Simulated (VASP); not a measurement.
# Ti2HC (R-3m) in VASP: single point with LDA

Aim: the single point of Ti2HC with LDA.

Program: VASP 6.6.1. These are calculated values, not measurements. Logs are shortened: lines on timing, memory, paths and dates and some standing lists are left out, and cuts for length are marked.

### 1 The cell of the first run

The structure is trigonal, space group R-3m (No. 166). Conventional cell: a = 3.097 Å, b = 3.097 Å, c = 14.385 Å, α = 90.00°, β = 90.00°, γ = 120.00°. Ti (site symmetry 3m) has 3 C at 2.11 Å and 3 H at 2.20 Å and 3 Ti at 2.85 Å within 2.9 Å. H (site symmetry -3m) has 6 Ti at 2.20 Å and 6 C at 2.99 Å and 6 H at 3.10 Å within 3.1 Å. Within 2.8 Å of C (site symmetry -3m) lie 6 Ti at 2.11 Å.

### 2 Single point, LDA

POSCAR

```
Ti2HC
1.0
   -1.5482797468      2.6816991858      0.0000000000
   -3.0965594936      0.0000000000      0.0000000000
   -1.5482797468      0.8938997286      4.7948803090
Ti H C
2 1 1
Direct
    0.2439459500      0.2439459500      0.2681621500
    0.7560540500      0.7560540500      0.7318378500
    0.0000000000      0.0000000000      0.0000000000
    0.5000000000      0.5000000000      0.5000000000
```

INCAR.step1

```
  ALGO = Normal
  EDIFF = 1E-6
  ENCUT = 520
  GGA = CA
  ISIF = 2
  ISMEAR = 0
  LASPH = T
  LCHARG = T
  LMAXMIX = 4
  LREAL = F
  LWAVE = F
  NBANDS = 22
  NELM = 100
  PREC = Accurate
  SIGMA = 0.05
```

KPOINTS.step1

```
k-points
0
Gamma
  12 12 12
```

INCAR.step2

```
  ALGO = Normal
  EDIFF = 1E-6
  ENCUT = 520
  GGA = CA
  ICHARG = 11
  ISIF = 2
  ISMEAR = -5
  LASPH = T
  LCHARG = F
  LMAXMIX = 4
  LORBIT = 10
  LREAL = F
  LWAVE = F
  NBANDS = 22
  NEDOS = 2001
  NELM = 100
  PREC = Accurate
  SIGMA = 0.05
```

KPOINTS.step2

```
k-points
0
Gamma
  18 18 18
```

Potentials or basis: VASP PAW LDA potentials, release 64 (Ti_sv, H, C).

Command:

```
cat potpaw_LDA.64/Ti_sv/POTCAR potpaw_LDA.64/H/POTCAR potpaw_LDA.64/C/POTCAR > POTCAR
cp INCAR.step1 INCAR
cp KPOINTS.step1 KPOINTS
mpirun -np 1 vasp_std > vasp.out
cp INCAR.step2 INCAR
cp KPOINTS.step2 KPOINTS
mpirun -np 1 vasp_std > vasp.out
```

OUTCAR:

```text
EDIFF = 1E-6
   ENCUT = 520
   GGA = CA
   ICHARG = 11
   ISIF = 2
   ISMEAR = -5
   LASPH = T
   LORBIT = 10
   LREAL = F
   NELM = 100
   PREC = Accurate

 ion  position               nearest neighbor table
   1  0.244  0.244  0.268-   4 2.11   4 2.11   4 2.11   2 2.85   2 2.85   2 2.85
   2  0.756  0.756  0.732-   4 2.11   4 2.11   4 2.11   1 2.85   1 2.85   1 2.85
   3  0.000  0.000  0.000-
   4  0.500  0.500  0.500-   1 2.11   2 2.11   2 2.11   1 2.11   1 2.11   2 2.11

  LATTYP: Found a trigonal (rhomboedric) cell.
 ALAT       =     5.1173336882
 COS(alpha) =     0.8169197963

  Lattice vectors:

 A1 = (   0.0000000000,  -1.7877994572,   4.7948803090)
 A2 = (   1.5482797468,   0.8938997286,   4.7948803090)
 A3 = (  -1.5482797468,   0.8938997286,   4.7948803090)

Analysis of symmetry for initial positions (statically):
=====================================================================
 Subroutine PRICEL returns:
 Original cell was already a primitive cell.

 Routine SETGRP: Setting up the symmetry group for a
 trigonal (rhombohedral) supercell.

 Subroutine GETGRP returns: Found 12 space group operations
 (whereof 12 operations were pure point group operations)
 out of a pool of 12 trial point group operations.

The static configuration has the point symmetry D_3d.

Analysis of symmetry for dynamics (positions and initial velocities):
=====================================================================
 Subroutine PRICEL returns:
 Original cell was already a primitive cell.

 Routine SETGRP: Setting up the symmetry group for a
 trigonal (rhombohedral) supercell.

 Subroutine GETGRP returns: Found 12 space group operations
 (whereof 12 operations were pure point group operations)
 out of a pool of 12 trial point group operations.

The dynamic configuration has the point symmetry D_3d.

 Subroutine INISYM returns: Found 12 space group operations
 (whereof 12 operations are pure point group operations),
 and found     1 'primitive' translations

----------------------------------------------------------------------------------------

                                     Primitive cell

  volume of cell :      39.8169

  direct lattice vectors                    reciprocal lattice vectors
    -1.548279747  2.681699186  0.000000000     0.000000000  0.372897902 -0.069518593
    -3.096559494  0.000000000  0.000000000    -0.322939056 -0.186448951 -0.069518593
    -1.548279747  0.893899729  4.794880309     0.000000000  0.000000000  0.208555779

[... 98 lines left out ...]
   TEBEG  =    0.0;   TEEND  =   0.0 temperature during run
   PSTRESS=    0.0 pullay stress
   NELECT =      29.0000    total number of electrons
   NUPDOWN=      -1.0000    fix difference up-down
   EMIN   =  10.00;   EMAX   =-10.00  energy-range for DOS
   EFERMI =   0.00;   METHOD = LEGACY
   ISMEAR =    -5;   SIGMA  =   0.05  broadening in eV -4-tet -1-fermi 0-gaus
   EFERMI_NEDOS =   21; number of points for ismear=-14 and -15
   IALGO  =     38    algorithm
   IMIX   =      4    mixing-type and parameters
     AMIX     =   0.40;   BMIX     =  1.00
     AMIX_MAG =   1.60;   BMIX_MAG =  1.00
  volume/ion in A,a.u.               =       9.95        67.17
  Fermi-wavevector in a.u.,A,eV,Ry     =   1.472940  2.783453 29.518553  2.169552
  Thomas-Fermi vector in A             =   2.587894
   LORBIT       =     10    0 simple, 1 ext, 2 COOP (PROOUT), +10 PAW based schemes
   GGA     = CA    functional components
   LHFCALC =     F    Hartree Fock is set to
   AEXX    =    0.0000 exact exchange contribution
   IVDW    =     0    specifies the selected vdW correction
   LEPSILON=     F    determine dielectric tensor
   LRPA    =     F    only Hartree local field effects (RPA)
 non-spin polarized calculation
 Fermi weights with tetrahedron method with Bloechl corrections
  energy-cutoff  :      520.00
  volume of cell :       39.82
 maximum number of plane-waves:      1088

 number of electron      29.0000000 magnetization

 Free energy of the ion-electron system (eV)
  ---------------------------------------------------
  ext. energy  EPLUGINS =         0.00000000
  ---------------------------------------------------
  free energy    TOTEN  =       -33.85811475 eV

  energy without entropy =      -33.85811475  energy(sigma->0) =      -33.85811475

 E-fermi :   8.7136     XC(G=0): -12.3813

 val. band max:        8.7211100256   @ k =  -0.0556   0.2778   0.0556
 cond. band min:       8.7133796602   @ k =   0.2778   0.1111  -0.0000
 fundamental gap:     -0.0077303654
 Fermi energy:         8.7135876761

 k-point     1 :       0.0000    0.0000    0.0000
  band No.  band energies     occupation
      1     -47.3426      2.00000
      2     -47.2266      2.00000
      3     -24.3174      2.00000
      4     -23.8196      2.00000
      5     -23.8196      2.00000
      6     -23.7328      2.00000
[... 589 lines left out ...]
     21      13.3035      0.00000
     22      14.1518      0.00000

 [... further k-points ...]

------------------------ aborting loop because EDIFF is reached ----------------------------------------

  FORCE on cell =-STRESS in cart. coord.  units (eV):
  Direction    XX          YY          ZZ          XY          YZ          ZX
  --------------------------------------------------------------------------------------
  -------------------------------------------------------------------------------------
  Total       -2.3664008     -2.3664008     -2.3130526     -0.0000000      0.0000000      0.0000000
  in kB      -95.2207564    -95.2207564    -93.0740965     -0.0000000      0.0000000      0.0000000
  external PRESSURE =     -94.5052031 kB  Pullay stress =       0.0000000 kB

 VOLUME and BASIS-vectors are now :
 -----------------------------------------------------------------------------
  energy-cutoff  :      520.00
  volume of cell :       39.82
      direct lattice vectors                 reciprocal lattice vectors
    -1.548279747  2.681699186  0.000000000     0.000000000  0.372897902 -0.069518593
    -3.096559494  0.000000000  0.000000000    -0.322939056 -0.186448951 -0.069518593
    -1.548279747  0.893899729  4.794880309     0.000000000  0.000000000  0.208555779

 POSITION                                       TOTAL-FORCE (eV/Angst)
 -----------------------------------------------------------------------------------
     -1.54828      0.89390      1.28581         0.000000      0.000000      0.352178
     -4.64484      2.68170      3.50907        -0.000000     -0.000000     -0.352178
      0.00000      0.00000      0.00000        -0.000000      0.000000      0.000000
     -3.09656      1.78780      2.39744         0.000000     -0.000000      0.000000
 -----------------------------------------------------------------------------------
    total drift:                                0.000000      0.000000      0.000000

  FREE ENERGIE OF THE ION-ELECTRON SYSTEM (eV)
  ---------------------------------------------------
  free  energy   TOTEN  =       -33.8581147516 eV

  energy  without entropy=      -33.8581147516  energy(sigma->0) =      -33.85811475

 total charge

# of ion       s       p       d       tot
------------------------------------------
    1        2.196   6.195   2.022  10.413
    2        2.196   6.195   2.022  10.413
    3        0.495   0.013   0.000   0.509
    4        0.885   1.549   0.000   2.434
--------------------------------------------------
tot          5.772  13.954   4.044  23.769
```

OSZICAR.step1:

```text
N       E                     dE             d eps       ncg     rms          rms(c)
DAV:   1     0.309944667116E+03    0.30994E+03   -0.14258E+04  8324   0.155E+03
DAV:   2    -0.343502215364E+01   -0.31338E+03   -0.30281E+03  8538   0.461E+02
DAV:   3    -0.394616383690E+02   -0.36027E+02   -0.35471E+02 14112   0.134E+02
DAV:   4    -0.417510950046E+02   -0.22895E+01   -0.22832E+01 10350   0.321E+01
DAV:   5    -0.418572907008E+02   -0.10620E+00   -0.10618E+00 12160   0.569E+00    0.218E+01
DAV:   6    -0.342263533913E+02    0.76309E+01   -0.49862E+01 10910   0.589E+01    0.579E+00
DAV:   7    -0.338960875300E+02    0.33027E+00   -0.35144E+00 11938   0.172E+01    0.423E+00
DAV:   8    -0.338615505552E+02    0.34537E-01   -0.53886E-01  9780   0.481E+00    0.751E-01
DAV:   9    -0.338570440996E+02    0.45065E-02   -0.64886E-02 11310   0.186E+00    0.684E-01
DAV:  10    -0.338593631767E+02   -0.23191E-02   -0.73002E-03  9758   0.877E-01    0.844E-02
DAV:  11    -0.338592326695E+02    0.13051E-03   -0.84477E-04 12402   0.221E-01    0.712E-02
DAV:  12    -0.338592518933E+02   -0.19224E-04   -0.11311E-04 10020   0.949E-02    0.172E-02
DAV:  13    -0.338592487129E+02    0.31804E-05   -0.12606E-05 13010   0.380E-02    0.854E-03
DAV:  14    -0.338592480800E+02    0.63292E-06   -0.41798E-06  8450   0.158E-02
   1 F= -.33859248E+02 E0= -.33857667E+02  d E =-.316209E-02
```

Wall time 2.3 min (1 thread of Intel Xeon 6975P-C (Granite Rapids), shared host); peak memory 0.52 GiB.

What came out:

* Valence electrons inside the program's atomic spheres: Ti 10.41; H 0.51; C 2.43
